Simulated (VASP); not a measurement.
# Rh: single point with PBE

Rh:

```
CELL_PARAMETERS angstrom
0.00000 1.99663 1.80647
1.99663 0.00000 1.80647
1.99663 1.99663 0.00000
ATOMIC_POSITIONS crystal
Rh 0.00000 0.00000 0.00000
```

This cell differs from its parent crystal: strain +0.050 along x and y, -0.050 along z.

```json
{
  "Program": "VASP 6.6.1",
  "Task": "single point",
  "Functional": "PBE",
  "Potentials or basis": "VASP PAW PBE potentials, release 64 (Rh_pv)",
  "Cutoff": "520 eV",
  "k mesh": "22 × 22 × 22",
  "Occupations": "methfessel-paxton, width 0.02 eV",
  "Spin": "no spin polarisation",
  "Dipole correction": "no",
  "Further INCAR settings": "ALGO = Fast; EDIFF = 1e-06; NBANDS = 14"
}
```

```json
{"Pressure": "-5.0 GPa"}
```

Stress tensor (GPa, compression positive):
```
-11.23   0.00   0.00
  0.00 -11.23   0.00
  0.00   0.00   7.53
```

Levels at points of the mesh, in eV from the Fermi level:
| k point | band 3 | band 4 | band 5 | band 6 | band 7 | band 8 | band 9 | band 10 | band 11 | band 12 |
| --- | --- | --- | --- | --- | --- | --- | --- | --- | --- | --- |
| (0.00, 0.00, 0.00) | -46.22 | -7.59 | -3.09 | -3.09 | -2.17 | -1.52 | -0.41 | 16.22 | 20.29 | 20.29 |
| (0.50, 0.00, 0.00) | -46.29 | -5.72 | -3.42 | -2.32 | 0.27 | 0.82 | 0.84 | 8.26 | 15.35 | 20.04 |
| (0.50, 0.50, 0.00) | -46.58 | -5.86 | -5.58 | 0.51 | 0.97 | 0.97 | 4.71 | 11.89 | 11.89 | 13.61 |
| (0.50, 0.00, 0.50) | -46.41 | -5.85 | -5.40 | 0.44 | 0.49 | 1.25 | 2.58 | 10.83 | 13.27 | 14.28 |

It took 2.4 min on 1 thread of AMD EPYC 9R45 (Zen 5), with other jobs on the host, peak memory 0.22 GiB.

Caveat: the cell differs from its parent crystal (strain +0.050 along x and y, -0.050 along z).
